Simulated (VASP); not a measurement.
A run of VASP 6.6.1 is set up as follows.

Contents of INCAR:

```
SYSTEM = Ca
PREC = Accurate ; ENCUT = 520
EDIFF = 1E-6 ; ISMEAR = -1
SIGMA = 0.01 ; LREAL = .False.
LASPH = .True. ; NELM = 100
ALGO = Normal ; ISIF = 2
LWAVE = .False. ; LCHARG = .False.
GGA = PS ; NBANDS = 11
```

KPOINTS

```
regular mesh
0
Gamma
  7 7 7
  0 0 0
```

The input POSCAR:

```
Ca
1.0
    3.4886563400      0.0000000000      0.0000000000
    0.0000000000      3.4886563400      0.0000000000
    0.0000000000      0.0000000000      3.4886563400
Ca
1
Direct
    0.0000000000      0.0000000000      0.0000000000
```

Potentials or basis: VASP PAW PBE potentials, release 64 (Ca_sv).

The run is started by

```sh
$ cat potpaw_PBE.64/Ca_sv/POTCAR > POTCAR
$ mpirun -np 1 vasp_std > vasp.out
```

Estimate the band gap on the k mesh.

zero (band 5 reaches 2.26 eV, above the bottom of band 6 at 1.68 eV).

Predict the pressure.

-0.1 GPa.

Caveat: the PAW data sets were made with another functional, which shifts forces and pressure a little.
